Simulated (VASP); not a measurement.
Runs of VASP 6.6.1 on TiCo. The structure is that of space group Pm-3m (No. 221), or close to it. The cells are those of the table. 

| spin | cell | k mesh | gap on the mesh (eV) | pressure (GPa) | moment (μB) |
| --- | --- | --- | --- | --- | --- |
| collinear, ferromagnetic start | a = 2.986 Å, 2 atoms | 14 × 14 × 14 | none | -0.5 | 0.87 |
| collinear, ferromagnetic start | a = 2.925 Å, 2 atoms | 14 × 14 × 14 | none | 10.4 | 0.73 |
| collinear, ferromagnetic start | a = 2.955 Å, 2 atoms | 14 × 14 × 14 | none | 4.6 | (c) |
| collinear, ferrimagnetic start | a = 2.986 Å, 2 atoms | 6 × 6 × 6 | none | -2.3 | (a) |
| collinear, ferromagnetic start | a = 2.861 Å, 2 atoms | 14 × 14 × 14 | none | 25.8 | (b) |

Alike in all rows: task single point; level PBE; potentials or basis VASP PAW PBE potentials, release 64 (Ti_sv, Co); cutoff (eV) 520; smearing gaussian 0.1 eV.

Fill in the values left out.

(a) 0.37; (b) 0.51; (c) 0.82.

A gap of «none» marks levels without a gap at the run's occupations.
